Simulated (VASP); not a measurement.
Write the native input for VASP 6.6.1 that does the following.

```yaml
Task: single point
Functional: PBE
Potentials_or_basis: VASP PAW PBE potentials, release 64 (Co_sv)
Cutoff: 690 eV
k_mesh: 12 × 12 × 4
Occupations: gaussian, width 0.011 eV
Spin: collinear spin, ferromagnetic start
Starting_moments: "[2.0, 2.0, 2.0, 2.0] μB"
Dipole_correction: no
Further_INCAR_settings: ALGO = Normal; EDIFF = 1e-06; NBANDS = 46
```

The structure of Co lies in POSCAR:

```
Co
1.0
    2.4705617809      0.0000000000      0.0000000000
   -1.2352808905      2.1395692639      0.0000000000
    0.0000000000      0.0000000000      8.0882338000
Co
4
Direct
    0.6666666667      0.3333333333      0.7500000000
    0.0000000000      0.0000000000      0.5000000000
    0.3333333333      0.6666666667      0.2500000000
    0.0000000000      0.0000000000      0.0000000000
```

One way to write it, as run:

INCAR

```
PREC = Accurate
ENCUT = 690
EDIFF = 1E-6
ISMEAR = 0
SIGMA = 0.011
LREAL = False
LASPH = True
NELM = 200
ALGO = Normal
ISIF = 2
LWAVE = False
LCHARG = False
ISPIN = 2
MAGMOM = 2 2 2 2
LORBIT = 11
LMAXMIX = 4
GGA = PE
NBANDS = 46
GGA_COMPAT = False
```

KPOINTS

```
Automatic mesh
0
Gamma
  12 12 4
```

Potentials or basis: VASP PAW PBE potentials, release 64 (Co_sv).

Run with:

```console
$ cat potpaw_PBE.64/Co_sv/POTCAR > POTCAR
$ mpirun -np 1 vasp_std > vasp.out
```

Results of the run:

- Pressure: 3.3 GPa
- Net moment: 6.61 μB per cell
- Site moments: Co +1.73, +1.70 (each value once) μB
- Valence electrons inside the program's atomic spheres: Co 15.06, 15.07 (each value once)

Caveat: the cell stands under pressure.

It took 7 min on 1 thread of Intel(R) Xeon(R) Platinum 8259CL CPU @ 2.50GHz (Skylake/Cascade Lake) (shared host), peak memory 0.36 GiB.
